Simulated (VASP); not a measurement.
A run of VASP 6.6.1 is set up as follows.

Contents of INCAR:

```
PREC = Accurate
ENCUT = 820
EDIFF = 1E-6
ISMEAR = -1
SIGMA = 0.15
LREAL = False
LASPH = True
NELM = 120
ALGO = Normal
ISIF = 2
LWAVE = False
LCHARG = False
GGA = PS
NBANDS = 16
GGA_COMPAT = False
```

The input KPOINTS:

```
regular mesh
0
Gamma
  24 24 24
```

Contents of POSCAR:

```
Cu
1.0
   -1.4314109394      1.4314109394      1.3592483704
    1.4314109394     -1.4314109394      1.3592483704
    1.4314109394      1.4314109394     -1.3592483704
Cu
1
Direct
    0.0000000000      0.0000000000      0.0000000000
```

Potentials or basis: VASP PAW PBE potentials, release 64 (Cu_sv_GW).

The run is started by

```sh
$ cat potpaw_PBE.64/Cu_sv_GW/POTCAR > POTCAR
$ mpirun -np 1 vasp_std > vasp.out
```

Problem. Estimate the band gap on the k mesh.

Solution. Zero (an odd number of electrons rules out a gap without spin polarisation).

Problem. What does it give for the pressure?

Solution. 2.8 GPa.

Caveat: the PAW data sets were made with another functional, which shifts forces and pressure a little.
